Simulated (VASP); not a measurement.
# InAs in VASP: further runs

The runs below take InAs through single point, with PBE.

Everything below comes from runs of VASP 6.6.1. Logs are shortened: lines on timing, memory, paths and dates and some standing lists are left out, and cuts for length are marked.

### 1 The cell of the first run

The typed cell holds 2 atoms: a = 3.025 Å, b = 3.025 Å, c = 5.837 Å, α = 90.00°, β = 90.00°, γ = 120.00°.

### 2 Single point, PBE

File INCAR:

```
SYSTEM = InAs
PREC = Accurate ; ENCUT = 500
EDIFF = 1E-6 ; ISMEAR = 0
SIGMA = 0.2 ; LREAL = .False.
LASPH = .True. ; NELM = 120
ALGO = Normal ; ISIF = 2
LWAVE = .False. ; LCHARG = .False.
GGA = PE ; NBANDS = 16
GGA_COMPAT = .False.
```

File KPOINTS:

```
regular mesh
0
Gamma
  8 8 3
  0 0 0
```

File POSCAR:

```
InAs
1.0
    3.0246813684      0.0000000000      0.0000000000
   -1.5123406842      2.6194509034      0.0000000000
    0.0000000000      0.0000000000      5.8370890624
In As
1 1
Direct
    0.0000000000      0.0000000000      0.3720115924
    0.0000000000      0.0000000000      0.8719901876
```

Potentials or basis: VASP PAW PBE potentials, release 64 (In_d, As).

Launch:

```bash
$ cat potpaw_PBE.64/In_d/POTCAR potpaw_PBE.64/As/POTCAR > POTCAR
$ mpirun -np 1 vasp_std > vasp.out
```

OUTCAR:

```text
SYSTEM = InAs
   PREC = Accurate
   ENCUT = 500
   EDIFF = 1E-6
   ISMEAR = 0
   LREAL = .False.
   LASPH = .True.
   NELM = 120
   ISIF = 2
   GGA = PE

 ion  position               nearest neighbor table
   1  0.000  0.000  0.372-   2 2.92   2 2.92
   2  0.000  0.000  0.872-   1 2.92   1 2.92

  LATTYP: Found a hexagonal cell.
 ALAT       =     3.0246813684
 C/A-ratio  =     1.9298194922

  Lattice vectors:

 A1 = (   3.0246813684,   0.0000000000,   0.0000000000)
 A2 = (  -1.5123406842,   2.6194509034,   0.0000000000)
 A3 = (   0.0000000000,   0.0000000000,   5.8370890624)

Analysis of symmetry for initial positions (statically):
=====================================================================
 Subroutine PRICEL returns:
 Original cell was already a primitive cell.

 Routine SETGRP: Setting up the symmetry group for a
 hexagonal supercell.

 Subroutine GETGRP returns: Found 12 space group operations
 (whereof 12 operations were pure point group operations)
 out of a pool of 24 trial point group operations.

The static configuration has the point symmetry C_6v.

Analysis of symmetry for dynamics (positions and initial velocities):
=====================================================================
 Subroutine PRICEL returns:
 Original cell was already a primitive cell.

 Routine SETGRP: Setting up the symmetry group for a
 hexagonal supercell.

 Subroutine GETGRP returns: Found 12 space group operations
 (whereof 12 operations were pure point group operations)
 out of a pool of 24 trial point group operations.

The dynamic configuration has the point symmetry C_6v.

 Subroutine INISYM returns: Found 12 space group operations
 (whereof 12 operations are pure point group operations),
 and found     1 'primitive' translations

----------------------------------------------------------------------------------------

                                     Primitive cell

  volume of cell :      46.2473

  direct lattice vectors                    reciprocal lattice vectors
     3.024681368  0.000000000  0.000000000     0.330613337  0.190879699  0.000000000
    -1.512340684  2.619450903  0.000000000     0.000000000  0.381759398  0.000000000
     0.000000000  0.000000000  5.837089062     0.000000000  0.000000000  0.171318270

  length of vectors
     3.024681368  3.024681368  5.837089062     0.381759398  0.381759398  0.171318270

  position of ions in fractional coordinates (direct lattice)
     0.000000000  0.000000000  0.372011592
     0.000000000  0.000000000  0.871990188

  ion indices of the primitive-cell ions
   primitive index   ion index
                 1           1
                 2           2

----------------------------------------------------------------------------------------

 KPOINTS: regular mesh

Automatic generation of k-mesh.
 Grid dimensions read from file:
 generate k-points for:    8    8    3

 Generating k-lattice:

  Cartesian coordinates                     Fractional coordinates (reciprocal lattice)
     0.041326667  0.023859962  0.000000000     0.125000000 -0.000000000  0.000000000
     0.000000000  0.047719925  0.000000000     0.000000000  0.125000000  0.000000000
     0.000000000  0.000000000  0.057106090     0.000000000  0.000000000  0.333333333

  Length of vectors
     0.047719925  0.047719925  0.057106090

  Shift w.r.t. Gamma in fractional coordinates (k-lattice)
     0.000000000  0.000000000  0.000000000

 Subroutine IBZKPT returns following result:
 ===========================================

 Found     20 irreducible k-points:

 Following reciprocal coordinates:
            Coordinates               Weight
  0.000000  0.000000  0.000000      1.000000
  0.125000  0.000000  0.000000      6.000000
  0.250000  0.000000  0.000000      6.000000
  0.375000  0.000000  0.000000      6.000000
  0.500000  0.000000  0.000000      3.000000
  0.125000  0.125000  0.000000      6.000000
[... 12 lines left out ...]
  0.250000  0.250000  0.333333     12.000000
  0.375000  0.250000  0.333333     12.000000
   k-points           NKPTS =     20   k-points in BZ     NKDIM =     20   number of bands    NBANDS=     16
   number of dos      NEDOS =    301   number of ions     NIONS =      2
   total plane-waves  NPLWV =  27648
   dimension x,y,z NGX =    24 NGY =   24 NGZ =   48
   dimension x,y,z NGXF=    48 NGYF=   48 NGZF=   96
   ions per type =               1   1
   NGX,Y,Z   is equivalent  to a cutoff of  13.19, 13.19, 13.67 a.u.
   NGXF,Y,Z  is equivalent  to a cutoff of  26.38, 26.38, 27.34 a.u.
 SYSTEM =  InAs
   PREC   = accura    normal or accurate (medium, high low for compatibility)
   ISTART =      0    job   : 0-new  1-cont  2-samecut
   ICHARG =      2    charge: 1-file 2-atom 10-const
   ISPIN  =      1    spin polarized calculation?
   LNONCOLLINEAR =      F non collinear calculations
   LSORBIT =      F    spin-orbit coupling
   LASPH  =      T    aspherical Exc in radial PAW
   ENCUT  =  500.0 eV  36.75 Ry    6.06 a.u.   5.51  5.51 10.64*2*pi/ulx,y,z
   NELM   =    120;   NELMIN=  2; NELMDL= -5     # of ELM steps
   EDIFF  = 0.1E-05   stopping-criterion for ELM
   LREAL  =      F    real-space projection
   EDIFFG = 0.1E-04   stopping-criterion for IOM
   NSW    =      0    number of steps for IOM
   IBRION =     -1    ionic relax: 0-MD 1-quasi-New 2-CG
   NFREE  =      0    steps in history (QN), initial steepest desc. (CG)
   ISIF   =      2    stress and relaxation
   ISYM   =      2    0-nonsym 1-usesym 2-fastsym
   POTIM  = 0.5000    time-step for ionic-motion
   TEBEG  =    0.0;   TEEND  =   0.0 temperature during run
   PSTRESS=    0.0 pullay stress
   NELECT =      18.0000    total number of electrons
   NUPDOWN=      -1.0000    fix difference up-down
   EMIN   =  10.00;   EMAX   =-10.00  energy-range for DOS
   EFERMI =   0.00;   METHOD = LEGACY
   ISMEAR =     0;   SIGMA  =   0.20  broadening in eV -4-tet -1-fermi 0-gaus
   EFERMI_NEDOS =   21; number of points for ismear=-14 and -15
   IALGO  =     38    algorithm
   IMIX   =      4    mixing-type and parameters
     AMIX     =   0.40;   BMIX     =  1.00
     AMIX_MAG =   1.60;   BMIX_MAG =  1.00
  volume/ion in A,a.u.               =      23.12       156.05
  Fermi-wavevector in a.u.,A,eV,Ry     =   1.195282  2.258755 19.438620  1.428698
  Thomas-Fermi vector in A             =   2.331251
   LORBIT       =      0    0 simple, 1 ext, 2 COOP (PROOUT), +10 PAW based schemes
   GGA     = PE    functional components
   LHFCALC =     F    Hartree Fock is set to
   AEXX    =    0.0000 exact exchange contribution
   IVDW    =     0    specifies the selected vdW correction
   LEPSILON=     F    determine dielectric tensor
   LRPA    =     F    only Hartree local field effects (RPA)
 non-spin polarized calculation
 Gauss-broadening in eV      SIGMA  =   0.20
  energy-cutoff  :      500.00
  volume of cell :       46.25
 maximum number of plane-waves:      1197
 NGX is ok and might be reduce to    24
   NGX = 11   NGY = 11   NGZ = 21

 number of electron      17.9999996 magnetization

 Free energy of the ion-electron system (eV)
  ---------------------------------------------------
  ext. energy  EPLUGINS =         0.00000000
  ---------------------------------------------------
  free energy    TOTEN  =        -7.00516440 eV

  energy without entropy =       -6.99338635  energy(sigma->0) =       -6.99927537

 E-fermi :   6.4667     XC(G=0): -10.3178

 val. band max:        6.4603863044   @ k =   0.2500   0.2500   0.3333
 cond. band min:       6.6913971667   @ k =   0.3750   0.1250   0.0000
 fundamental gap:      0.2310108623
 Fermi energy:         6.4667150528

 k-point     1 :       0.0000    0.0000    0.0000
  band No.  band energies     occupation
      1      -8.3578      2.00000
      2      -8.1419      2.00000
      3      -8.1419      2.00000
      4      -7.7396      2.00000
      5      -7.7396      2.00000
      6      -6.3911      2.00000
[... 8 lines left out ...]
     15      19.2432      0.00000
     16      19.6948      0.00000

 k-point     2 :       0.1250    0.0000    0.0000
  band No.  band energies     occupation
      1      -8.3001      2.00000
      2      -8.1582      2.00000
      3      -8.0581      2.00000
      4      -7.7999      2.00000
      5      -7.7517      2.00000
      6      -6.0805      2.00000
[... 8 lines left out ...]
     15      18.7343      0.00000
     16      19.0020      0.00000

 k-point     3 :       0.2500    0.0000    0.0000
  band No.  band energies     occupation
      1      -8.3245      2.00000
      2      -8.0442      2.00000
      3      -7.9390      2.00000
      4      -7.8501      2.00000
      5      -7.7807      2.00000
      6      -5.1729      2.00000
[... 8 lines left out ...]
     15      16.7489      0.00000
     16      17.4230      0.00000

 k-point     4 :       0.3750    0.0000    0.0000
  band No.  band energies     occupation
      1      -8.4202      2.00000
      2      -8.0700      2.00000
      3      -7.8714      2.00000
      4      -7.8095      2.00000
      5      -7.6333      2.00000
      6      -3.8218      2.00000
[... 8 lines left out ...]
     15      15.3291      0.00000
     16      18.5588      0.00000

 k-point     5 :       0.5000    0.0000    0.0000
  band No.  band energies     occupation
      1      -8.4623      2.00000
      2      -8.1222      2.00000
      3      -7.8214      2.00000
      4      -7.8007      2.00000
      5      -7.5407      2.00000
      6      -2.8826      2.00000
[... 8 lines left out ...]
     15      15.4554      0.00000
     16      19.2697      0.00000

 k-point     6 :       0.1250    0.1250    0.0000
  band No.  band energies     occupation
      1      -8.2056      2.00000
      2      -8.1998      2.00000
      3      -7.9018      2.00000
      4      -7.8928      2.00000
      5      -7.7787      2.00000
      6      -5.4697      2.00000
[... 8 lines left out ...]
     15      17.2349      0.00000
     16      17.8127      0.00000

 k-point     7 :       0.2500    0.1250    0.0000
  band No.  band energies     occupation
      1      -8.2881      2.00000
      2      -8.0129      2.00000
      3      -8.0123      2.00000
      4      -7.8220      2.00000
      5      -7.7180      2.00000
      6      -4.3221      2.00000
[... 8 lines left out ...]
     15      16.9507      0.00000
     16      17.0418      0.00000

 k-point     8 :       0.3750    0.1250    0.0000
  band No.  band energies     occupation
      1      -8.3541      2.00000
      2      -8.0918      2.00000
      3      -7.8533      2.00000
      4      -7.8381      2.00000
      5      -7.6264      2.00000
      6      -3.0109      2.00000
[... 8 lines left out ...]
     15      16.4560      0.00000
     16      16.8921      0.00000

 k-point     9 :       0.2500    0.2500    0.0000
  band No.  band energies     occupation
      1      -8.1545      2.00000
      2      -8.0496      2.00000
      3      -7.9863      2.00000
      4      -7.8971      2.00000
      5      -7.6929      2.00000
      6      -3.1243      2.00000
[... 8 lines left out ...]
     15      16.1134      0.00000
     16      19.5929      0.00000
[... 96 lines left out ...]
 k-point    15 :       0.5000    0.0000    0.3333
  band No.  band energies     occupation
      1      -8.4617      2.00000
      2      -8.1254      2.00000
      3      -7.8220      2.00000
      4      -7.7780      2.00000
      5      -7.5407      2.00000
      6      -2.9197      2.00000
[... 8 lines left out ...]
     15      14.2571      0.00000
     16      16.1104      0.00000

 k-point    16 :       0.1250    0.1250    0.3333
  band No.  band energies     occupation
      1      -8.1997      2.00000
      2      -8.1796      2.00000
      3      -7.9002      2.00000
      4      -7.8915      2.00000
      5      -7.7792      2.00000
      6      -5.3984      2.00000
[... 8 lines left out ...]
     15      17.8992      0.00000
     16      19.4673      0.00000

 k-point    17 :       0.2500    0.1250    0.3333
  band No.  band energies     occupation
      1      -8.2863      2.00000
      2      -8.0177      2.00000
      3      -7.9944      2.00000
      4      -7.8227      2.00000
      5      -7.7093      2.00000
      6      -4.2810      2.00000
[... 8 lines left out ...]
     15      16.7698      0.00000
     16      18.6698      0.00000

 k-point    18 :       0.3750    0.1250    0.3333
  band No.  band energies     occupation
      1      -8.3533      2.00000
      2      -8.0950      2.00000
      3      -7.8542      2.00000
      4      -7.8182      2.00000
      5      -7.6244      2.00000
      6      -3.0275      2.00000
[... 8 lines left out ...]
     15      16.2021      0.00000
     16      16.8022      0.00000

 k-point    19 :       0.2500    0.2500    0.3333
  band No.  band energies     occupation
      1      -8.1543      2.00000
      2      -8.0529      2.00000
      3      -7.9740      2.00000
      4      -7.8981      2.00000
      5      -7.6827      2.00000
      6      -3.1247      2.00000
[... 8 lines left out ...]
     15      15.8567      0.00000
     16      18.0823      0.00000

 k-point    20 :       0.3750    0.2500    0.3333
  band No.  band energies     occupation
      1      -8.1173      2.00000
      2      -8.0516      2.00000
      3      -7.9448      2.00000
      4      -7.8177      2.00000
      5      -7.8053      2.00000
      6      -2.4212      2.00000
[... 8 lines left out ...]
     15      15.0677      0.00000
     16      16.9830      0.00000

------------------------ aborting loop because EDIFF is reached ----------------------------------------

  FORCE on cell =-STRESS in cart. coord.  units (eV):
  Direction    XX          YY          ZZ          XY          YZ          ZX
  --------------------------------------------------------------------------------------
  -------------------------------------------------------------------------------------
  Total       -0.0267015     -0.0267015      0.0336904     -0.0000000      0.0000000      0.0000000
  in kB       -0.9250378     -0.9250378      1.1671588     -0.0000000      0.0000000      0.0000000
  external PRESSURE =      -0.2276389 kB  Pullay stress =       0.0000000 kB

 VOLUME and BASIS-vectors are now :
 -----------------------------------------------------------------------------
  energy-cutoff  :      500.00
  volume of cell :       46.25
      direct lattice vectors                 reciprocal lattice vectors
     3.024681368  0.000000000  0.000000000     0.330613337  0.190879699  0.000000000
    -1.512340684  2.619450903  0.000000000     0.000000000  0.381759398  0.000000000
     0.000000000  0.000000000  5.837089062     0.000000000  0.000000000  0.171318270

 POSITION                                       TOTAL-FORCE (eV/Angst)
 -----------------------------------------------------------------------------------
      0.00000      0.00000      2.17146        -0.000000      0.000000     -0.000581
      0.00000      0.00000      5.08988         0.000000     -0.000000      0.000581
 -----------------------------------------------------------------------------------
    total drift:                               -0.000000     -0.000000     -0.000350

  FREE ENERGIE OF THE ION-ELECTRON SYSTEM (eV)
  ---------------------------------------------------
  free  energy   TOTEN  =        -7.0051643957 eV

  energy  without entropy=       -6.9933863473  energy(sigma->0) =       -6.99927537
```

It took 5.5 s on 1 thread of Intel Xeon 6975P-C (Granite Rapids), shared host; peak memory 0.17 GiB.

Results:

| Item | Value |
| --- | --- |
| Free energy | -7.0052 eV |
| Pressure | 0.0 GPa |
| Band gap on the k mesh | zero (band 9 reaches 11.59 eV, above the bottom of band 10 at 4.88 eV) |

Levels at points of the mesh, in eV from the Fermi level:
| k point | band 5 | band 6 | band 7 | band 8 | band 9 | band 10 | band 11 | band 12 | band 13 | band 14 |
| --- | --- | --- | --- | --- | --- | --- | --- | --- | --- | --- |
| (0.00, 0.00, 0.00) | -14.21 | -12.86 | -7.60 | -5.01 | 5.13 | 5.13 | 5.29 | 9.69 | 11.71 | 12.78 |
| (0.50, 0.00, 0.00) | -14.01 | -9.35 | -5.05 | -1.67 | -1.63 | -1.59 | 2.37 | 3.99 | 7.54 | 8.35 |

Caveat: spin-orbit coupling is left out, which moves the levels of the heavy elements.

### 3 Single point, PBE

This run uses another cell than the first one, of 23.53 Å³/atom, 1.017 times its volume.

File INCAR:

```
  ALGO = Normal
  EDIFF = 1E-6
  ENCUT = 500
  GGA = PE
  GGA_COMPAT = F
  ISIF = 2
  ISMEAR = 0
  LASPH = T
  LCHARG = F
  LREAL = F
  LWAVE = F
  NBANDS = 16
  NELM = 120
  PREC = Accurate
  SIGMA = 0.2
```

File KPOINTS:

```
k-points
0
Gamma
  6 6 5
```

File POSCAR:

```
InAs
1.0
    3.0905300144      0.0000000000      0.0000000000
   -1.5452650072      2.6764775036      0.0000000000
    0.0000000000      0.0000000000      5.6881087096
In As
1 1
Direct
    0.0000000000      0.0000000000      0.5000000000
    0.0000000000      0.0000000000      0.0000000000
```

Potentials or basis: VASP PAW PBE potentials, release 64 (In_d, As).

Launch:

```bash
$ cat potpaw_PBE.64/In_d/POTCAR potpaw_PBE.64/As/POTCAR > POTCAR
$ mpirun -np 1 vasp_std > vasp.out
```

Run time: 8.3 s. Hardware: 1 thread of Intel Xeon 6975P-C (Granite Rapids), shared host; peak memory 0.16 GiB.

Results (log left out):

| Quantity | Value |
| --- | --- |
| Free energy | -6.7697 eV |
| Pressure | 0.0 GPa |
| Band gap on the k mesh | zero (band 9 reaches 10.97 eV, above the bottom of band 10 at 4.97 eV) |

Stress tensor (GPa, compression positive):
```
-0.04  0.00  0.00
 0.00 -0.04  0.00
 0.00  0.00  0.11
```

Levels at points of the mesh, in eV from the Fermi level:
```
           k point  band 7  band 8  band 9  band 10  band 11  band 12
(0.00, 0.00, 0.00)   -7.22   -4.88    4.70     4.70     6.15    10.33
(0.50, 0.00, 0.00)   -4.80   -1.82   -1.77    -1.30     2.17     4.08
```

Caveat: the k points lie up to 0.39 Å⁻¹ apart; spin-orbit coupling is left out, which moves the levels of the heavy elements.
